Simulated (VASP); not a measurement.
A run of VASP 6.6.1:

INCAR

```
SYSTEM = GaSb
PREC = Accurate
ENCUT = 520
EDIFF = 1E-6
ISMEAR = -1
SIGMA = 0.05
LREAL = .FALSE.
LASPH = .TRUE.
NELM = 80
ALGO = Normal
ISIF = 2
LWAVE = .FALSE.
LCHARG = .FALSE.
GGA = PS
NBANDS = 16
```

The input KPOINTS:

```
Automatic mesh
0
G
  8 8 8
  0 0 0
```

POSCAR

```
GaSb
1.0
    0.0000000000      3.0992546163      3.0992546163
    3.0992546163      0.0000000000      3.0992546163
    3.0992546163      3.0992546163      0.0000000000
Sb Ga
1 1
Direct
    0.7500000000      0.7500000000      0.7500000000
    0.0000000000      0.0000000000      0.0000000000
```

Potentials or basis: VASP PAW PBE potentials, release 64 (Sb, Ga_d).

Launch:

```sh
$ cat potpaw_PBE.64/Sb/POTCAR potpaw_PBE.64/Ga_d/POTCAR > POTCAR
$ mpirun -np 1 vasp_std > vasp.out
```

Hardware: 1 thread of AMD EPYC 7R43 64-Core Processor (Zen 3), on a shared host.

Task: How long does it take, and how much memory?

Result: Run time: 40 s on 1 thread of AMD EPYC 7R43 64-Core Processor (Zen 3), on a shared host, peak memory 0.17 GiB. Counts: scf iterations 12, k points 29.
